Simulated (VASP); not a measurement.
# In (P6_3/mmc) in VASP: single point with PBE

Aim: the single point of In with PBE.

Program: VASP 6.6.1. These are calculated values, not measurements. Logs are shortened: lines on timing, memory, paths and dates and some standing lists are left out, and cuts for length are marked.

**1. The cell of the first run**

Symmetry: P6_3/mmc, No. 194, hexagonal system. The conventional cell has a = 3.225 Å, b = 3.225 Å, c = 5.406 Å, α = 90.00°, β = 90.00°, γ = 120.00°. Within 4.2 Å of In (site symmetry -6m2) lie 12 In at 3.23 to 3.28 Å.

**2. Single point, PBE**

INCAR reads:

```
PREC     = Accurate       # precision mode
ENCUT    = 520            # plane-wave cutoff, eV
EDIFF    = 1E-7           # SCF threshold, eV
ISMEAR   = -1             # smearing method
SIGMA    = 0.05           # smearing width, eV
LREAL    = F              # projectors in reciprocal space
LASPH    = T              # aspherical terms in the spheres
NELM     = 80             # most SCF steps
ALGO     = Normal         # electronic algorithm
ISIF     = 2              # what is computed and relaxed
LWAVE    = F              # write WAVECAR
LCHARG   = F              # write CHGCAR
GGA      = PE             # functional
NBANDS   = 20             # bands
```

KPOINTS reads:

```
Automatic mesh
0
Gamma
  14 14 8
```

POSCAR reads:

```
In
1.0
    3.2252742375      0.0000000000      0.0000000000
   -1.6126371188      2.7931694239      0.0000000000
    0.0000000000      0.0000000000      5.4055839029
In
2
Direct
    0.3333333333      0.6666666667      0.2500000000
    0.6666666667      0.3333333333      0.7500000000
```

Potentials or basis: VASP PAW PBE potentials, release 64 (In_d).

The run is started by

```
$ cat potpaw_PBE.64/In_d/POTCAR > POTCAR
$ mpirun -np 1 vasp_std > vasp.out
```

OUTCAR:

```text
PREC = Accurate
   ENCUT = 520
   EDIFF = 1E-7
   ISMEAR = -1
   LREAL = F
   LASPH = T
   NELM = 80
   ISIF = 2
   GGA = PE

 ion  position               nearest neighbor table
   1  0.333  0.667  0.250-   2 3.28   2 3.28   2 3.28   2 3.28   2 3.28   2 3.28
   2  0.667  0.333  0.750-   1 3.28   1 3.28   1 3.28   1 3.28   1 3.28   1 3.28

  LATTYP: Found a hexagonal cell.
 ALAT       =     3.2252742375
 C/A-ratio  =     1.6760075283

  Lattice vectors:

 A1 = (   3.2252742375,   0.0000000000,   0.0000000000)
 A2 = (  -1.6126371188,   2.7931694239,   0.0000000000)
 A3 = (   0.0000000000,   0.0000000000,   5.4055839029)

Analysis of symmetry for initial positions (statically):
=====================================================================
 Subroutine PRICEL returns:
 Original cell was already a primitive cell.

 Routine SETGRP: Setting up the symmetry group for a
 hexagonal supercell.

 Subroutine GETGRP returns: Found 24 space group operations
 (whereof 12 operations were pure point group operations)
 out of a pool of 24 trial point group operations.

The static configuration has the point symmetry D_3d.
 The point group associated with its full space group is D_6h.

Analysis of symmetry for dynamics (positions and initial velocities):
=====================================================================
 Subroutine PRICEL returns:
 Original cell was already a primitive cell.

 Routine SETGRP: Setting up the symmetry group for a
 hexagonal supercell.

 Subroutine GETGRP returns: Found 24 space group operations
 (whereof 12 operations were pure point group operations)
 out of a pool of 24 trial point group operations.

The dynamic configuration has the point symmetry D_3d.
 The point group associated with its full space group is D_6h.

 Subroutine INISYM returns: Found 24 space group operations
 (whereof 12 operations are pure point group operations),
 and found     1 'primitive' translations

----------------------------------------------------------------------------------------

                                     Primitive cell

  volume of cell :      48.6975

  direct lattice vectors                    reciprocal lattice vectors
     3.225274237  0.000000000  0.000000000     0.310051154  0.179008117  0.000000000
    -1.612637119  2.793169424  0.000000000     0.000000000  0.358016235  0.000000000
     0.000000000  0.000000000  5.405583903     0.000000000  0.000000000  0.184993891

  length of vectors
     3.225274237  3.225274238  5.405583903     0.358016235  0.358016235  0.184993891

  position of ions in fractional coordinates (direct lattice)
     0.333333333  0.666666667  0.250000000
     0.666666667  0.333333333  0.750000000

  ion indices of the primitive-cell ions
   primitive index   ion index
                 1           1
                 2           2

----------------------------------------------------------------------------------------

 KPOINTS: Automatic mesh

Automatic generation of k-mesh.
 Grid dimensions read from file:
 generate k-points for:   14   14    8

 Generating k-lattice:

  Cartesian coordinates                     Fractional coordinates (reciprocal lattice)
     0.022146511  0.012786294  0.000000000     0.071428571 -0.000000000  0.000000000
     0.000000000  0.025572588  0.000000000     0.000000000  0.071428571  0.000000000
     0.000000000  0.000000000  0.023124236     0.000000000  0.000000000  0.125000000

  Length of vectors
     0.025572588  0.025572588  0.023124236

  Shift w.r.t. Gamma in fractional coordinates (k-lattice)
     0.000000000  0.000000000  0.000000000

 Subroutine IBZKPT returns following result:
 ===========================================

 Found    120 irreducible k-points:

 Following reciprocal coordinates:
            Coordinates               Weight
  0.000000  0.000000  0.000000      1.000000
  0.071429 -0.000000  0.000000      6.000000
  0.142857  0.000000  0.000000      6.000000
  0.214286  0.000000  0.000000      6.000000
  0.285714 -0.000000  0.000000      6.000000
  0.357143  0.000000  0.000000      6.000000
[... 16 lines left out ...]
  0.285714  0.285714  0.000000      6.000000
  0.357143  0.285714  0.000000      6.000000
 [... further k-points ...]
   k-points           NKPTS =    120   k-points in BZ     NKDIM =    120   number of bands    NBANDS=     20
   number of dos      NEDOS =    301   number of ions     NIONS =      2
   total plane-waves  NPLWV =  23040
   dimension x,y,z NGX =    24 NGY =   24 NGZ =   40
   dimension x,y,z NGXF=    48 NGYF=   48 NGZF=   80
   ions per type =               2
   NGX,Y,Z   is equivalent  to a cutoff of  12.37, 12.37, 12.30 a.u.
   NGXF,Y,Z  is equivalent  to a cutoff of  24.74, 24.74, 24.60 a.u.
 SYSTEM =  unknown system
   PREC   = accura    normal or accurate (medium, high low for compatibility)
   ISTART =      0    job   : 0-new  1-cont  2-samecut
   ICHARG =      2    charge: 1-file 2-atom 10-const
   ISPIN  =      1    spin polarized calculation?
   LNONCOLLINEAR =      F non collinear calculations
   LSORBIT =      F    spin-orbit coupling
   LASPH  =      T    aspherical Exc in radial PAW
   ENCUT  =  520.0 eV  38.22 Ry    6.18 a.u.   6.00  6.00 10.05*2*pi/ulx,y,z
   NELM   =     80;   NELMIN=  2; NELMDL= -5     # of ELM steps
   EDIFF  = 0.1E-06   stopping-criterion for ELM
   LREAL  =      F    real-space projection
   EDIFFG = 0.1E-05   stopping-criterion for IOM
   NSW    =      0    number of steps for IOM
   IBRION =     -1    ionic relax: 0-MD 1-quasi-New 2-CG
   NFREE  =      0    steps in history (QN), initial steepest desc. (CG)
   ISIF   =      2    stress and relaxation
   ISYM   =      2    0-nonsym 1-usesym 2-fastsym
   POTIM  = 0.5000    time-step for ionic-motion
   TEBEG  =    0.0;   TEEND  =   0.0 temperature during run
   PSTRESS=    0.0 pullay stress
   NELECT =      26.0000    total number of electrons
   NUPDOWN=      -1.0000    fix difference up-down
   EMIN   =  10.00;   EMAX   =-10.00  energy-range for DOS
   EFERMI =   0.00;   METHOD = LEGACY
   ISMEAR =    -1;   SIGMA  =   0.05  broadening in eV -4-tet -1-fermi 0-gaus
   EFERMI_NEDOS =   21; number of points for ismear=-14 and -15
   IALGO  =     38    algorithm
   IMIX   =      4    mixing-type and parameters
     AMIX     =   0.40;   BMIX     =  1.00
     AMIX_MAG =   1.60;   BMIX_MAG =  1.00
  volume/ion in A,a.u.               =      24.35       164.31
  Fermi-wavevector in a.u.,A,eV,Ry     =   1.328099  2.509743 23.998593  1.763847
  Thomas-Fermi vector in A             =   2.457362
   LORBIT       =      0    0 simple, 1 ext, 2 COOP (PROOUT), +10 PAW based schemes
   GGA     = PE    functional components
   LHFCALC =     F    Hartree Fock is set to
   AEXX    =    0.0000 exact exchange contribution
   IVDW    =     0    specifies the selected vdW correction
   LEPSILON=     F    determine dielectric tensor
   LRPA    =     F    only Hartree local field effects (RPA)
 non-spin polarized calculation
  energy-cutoff  :      520.00
  volume of cell :       48.70
 maximum number of plane-waves:      1330
 NGX is ok and might be reduce to    24
   NGX = 11   NGY = 11   NGZ = 21

 number of electron      25.9999998 magnetization

 Free energy of the ion-electron system (eV)
  ---------------------------------------------------
  ext. energy  EPLUGINS =         0.00000000
  ---------------------------------------------------
  free energy    TOTEN  =        -4.99955709 eV

  energy without entropy =       -4.99291140  energy(sigma->0) =       -4.99623425

 E-fermi :   8.4551     XC(G=0): -10.5996

 val. band max:        8.4068034126   @ k =   0.3571   0.2857   0.2500
 cond. band min:       8.4669356786   @ k =   0.4286   0.1429   0.1250
 fundamental gap:      0.0601322660
 Fermi energy:         8.4550955649

 k-point     1 :       0.0000    0.0000    0.0000
  band No.  band energies     occupation
      1      -6.4496      2.00000
      2      -6.3744      2.00000
      3      -6.3229      2.00000
      4      -6.3229      2.00000
      5      -6.2901      2.00000
      6      -6.2901      2.00000
[... 12 lines left out ...]
     19      19.5927      0.00000
     20      20.3689      0.00000

 k-point     2 :       0.0714   -0.0000    0.0000
  band No.  band energies     occupation
      1      -6.4392      2.00000
      2      -6.3748      2.00000
      3      -6.3164      2.00000
      4      -6.3043      2.00000
      5      -6.2906      2.00000
      6      -6.2726      2.00000
[... 12 lines left out ...]
     19      20.4429      0.00000
     20      20.7787      0.00000

 k-point     3 :       0.1429    0.0000    0.0000
  band No.  band energies     occupation
      1      -6.4368      2.00000
      2      -6.3631      2.00000
      3      -6.3116      2.00000
      4      -6.2661      2.00000
      5      -6.2521      2.00000
      6      -6.2310      2.00000
[... 12 lines left out ...]
     19      20.1335      0.00000
     20      20.2572      0.00000

 k-point     4 :       0.2143    0.0000    0.0000
  band No.  band energies     occupation
      1      -6.4721      2.00000
      2      -6.3398      2.00000
      3      -6.3060      2.00000
      4      -6.2821      2.00000
      5      -6.2409      2.00000
      6      -6.2006      2.00000
[... 12 lines left out ...]
     19      19.3945      0.00000
     20      20.2585      0.00000

 k-point     5 :       0.2857   -0.0000    0.0000
  band No.  band energies     occupation
      1      -6.5186      2.00000
      2      -6.3640      2.00000
      3      -6.3447      2.00000
      4      -6.2678      2.00000
      5      -6.2528      2.00000
      6      -6.1359      2.00000
[... 12 lines left out ...]
     19      18.5533      0.00000
     20      19.8795      0.00000

 k-point     6 :       0.3571    0.0000    0.0000
  band No.  band energies     occupation
      1      -6.5609      2.00000
      2      -6.4043      2.00000
      3      -6.3912      2.00000
      4      -6.2908      2.00000
      5      -6.2043      2.00000
      6      -6.1726      2.00000
[... 12 lines left out ...]
     19      17.8782      0.00000
     20      19.3680      0.00000

 k-point     7 :       0.4286    0.0000    0.0000
  band No.  band energies     occupation
      1      -6.5901      2.00000
      2      -6.4463      2.00000
      3      -6.4112      2.00000
      4      -6.3061      2.00000
      5      -6.1956      2.00000
      6      -6.1717      2.00000
[... 12 lines left out ...]
     19      17.4507      0.00000
     20      19.0469      0.00000
[... 277 lines left out ...]
 k-point    20 :       0.2143    0.2143    0.0000
  band No.  band energies     occupation
      1      -6.4064      2.00000
      2      -6.4004      2.00000
      3      -6.3886      2.00000
      4      -6.3056      2.00000
      5      -6.2080      2.00000
      6      -6.1637      2.00000
[... 12 lines left out ...]
     19      16.1579      0.00000
     20      21.8568      0.00000

 k-point    21 :       0.2857    0.2143    0.0000
  band No.  band energies     occupation
      1      -6.4480      2.00000
      2      -6.4174      2.00000
      3      -6.3347      2.00000
      4      -6.3044      2.00000
      5      -6.1944      2.00000
      6      -6.1884      2.00000
[... 12 lines left out ...]
     19      15.4566      0.00000
     20      21.9078      0.00000

 k-point    22 :       0.3571    0.2143    0.0000
  band No.  band energies     occupation
      1      -6.4711      2.00000
      2      -6.4301      2.00000
      3      -6.2960      2.00000
      4      -6.2950      2.00000
      5      -6.2189      2.00000
      6      -6.1692      2.00000
[... 12 lines left out ...]
     19      15.1747      0.00000
     20      21.7759      0.00000

 k-point    23 :       0.2857    0.2857    0.0000
  band No.  band energies     occupation
      1      -6.4723      2.00000
      2      -6.3331      2.00000
      3      -6.3322      2.00000
      4      -6.2906      2.00000
      5      -6.2230      2.00000
      6      -6.1464      2.00000
[... 12 lines left out ...]
     19      14.4981      0.00000
     20      23.9922      0.00000

 k-point    24 :       0.3571    0.2857    0.0000
  band No.  band energies     occupation
      1      -6.4811      2.00000
      2      -6.3334      2.00000
      3      -6.2755      2.00000
      4      -6.2719      2.00000
      5      -6.2432      2.00000
      6      -6.1818      2.00000
[... 12 lines left out ...]
     19      14.1992      0.00000
     20      24.1012      0.00000

 [... further k-points ...]
[... 5 lines left out ...]
  --------------------------------------------------------------------------------------
  -------------------------------------------------------------------------------------
  Total        1.8801783      1.8801783      1.8768986     -0.0000000     -0.0000000     -0.0000000
  in kB       61.8590259     61.8590259     61.7511227     -0.0000000     -0.0000000     -0.0000000
  external PRESSURE =      61.8230582 kB  Pullay stress =       0.0000000 kB

 VOLUME and BASIS-vectors are now :
 -----------------------------------------------------------------------------
  energy-cutoff  :      520.00
  volume of cell :       48.70
      direct lattice vectors                 reciprocal lattice vectors
     3.225274237  0.000000000  0.000000000     0.310051154  0.179008117  0.000000000
    -1.612637119  2.793169424  0.000000000     0.000000000  0.358016235  0.000000000
     0.000000000  0.000000000  5.405583903     0.000000000  0.000000000  0.184993891

 POSITION                                       TOTAL-FORCE (eV/Angst)
 -----------------------------------------------------------------------------------
     -0.00000      1.86211      1.35140        -0.000000      0.000000      0.000000
      1.61264      0.93106      4.05419         0.000000     -0.000000      0.000000
 -----------------------------------------------------------------------------------
    total drift:                               -0.000000      0.000000      0.000000

  FREE ENERGIE OF THE ION-ELECTRON SYSTEM (eV)
  ---------------------------------------------------
  free  energy   TOTEN  =        -4.9995570949 eV

  energy  without entropy=       -4.9929114042  energy(sigma->0) =       -4.99623425
```

It took 80 s on 1 thread of AMD EPYC 7R43 (Zen 3), shared host; peak memory 0.19 GiB.

What came out:

```yaml
Free_energy: -4.9996 eV
Pressure: 6.2 GPa
Band_gap_on_the_k_mesh: zero (band 13 reaches 12.16 eV, above the bottom of band 14 at 5.51 eV)
```

Levels at points of the mesh, in eV from the Fermi level:
| k point | band 9 | band 10 | band 11 | band 12 | band 13 | band 14 | band 15 | band 16 | band 17 | band 18 |
| --- | --- | --- | --- | --- | --- | --- | --- | --- | --- | --- |
| (0.00, 0.00, 0.00) | -14.44 | -14.44 | -10.15 | -4.74 | -3.88 | 9.14 | 9.14 | 10.51 | 11.02 | 11.02 |
| (0.50, 0.00, 0.00) | -14.39 | -14.37 | -4.99 | -4.44 | 0.16 | 0.22 | 0.79 | 2.89 | 4.36 | 8.00 |
| (0.00, 0.00, 0.50) | -14.51 | -14.51 | -8.72 | -8.72 | 2.81 | 2.81 | 10.19 | 10.19 | 10.19 | 10.19 |
| (0.50, 0.00, 0.50) | -14.38 | -14.38 | -3.65 | -3.65 | -2.94 | -2.94 | 5.97 | 5.97 | 6.30 | 6.30 |

Caveat: spin-orbit coupling is left out, which moves the levels of the heavy elements.
